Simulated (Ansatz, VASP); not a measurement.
# One calculation of Cu3Au, two programs

```
Cu Au
1.0
     3.78070    0.00000    0.00000
     0.00000    3.78070    0.00000
     0.00000    0.00000    3.78070
Cu Au
3 1
Cartesian
  0.0000 1.8903 1.8903
  1.8903 1.8903 0.0000
  1.8903 0.0000 1.8903
  0.0000 0.0000 0.0000
```

Alike in both runs: functional PBE; k mesh 12 × 12 × 12; occupations gaussian, width 0.1 eV; no spin polarisation.

Ansatz relaxed the structure, and its values are those at the end. VASP's run is a single point on that final structure, the one shown.

|  | VASP | Ansatz |
| --- | --- | --- |
| version | VASP 6.6.1 | Ansatz 0.2.0 |
| potentials or method | VASP PAW PBE potentials, release 64 (Cu, Au), cutoff 600 eV | scalar-relativistic, plane waves, PAW |
| valence electrons in the cell | 44 | 76 |

```tsv
	VASP	Ansatz	Ansatz less VASP
gap on the k mesh at the Fermi level (eV)	none	none	-
pressure (GPa)	0.3	0.0	-0.34
```

A gap of «none» marks a metal or a gap that the smearing closes. VASP's potentials hold 44 valence electrons a cell and Ansatz's 76, so a difference there can come from the potentials and not from the codes.

Spin-orbit coupling is off throughout.
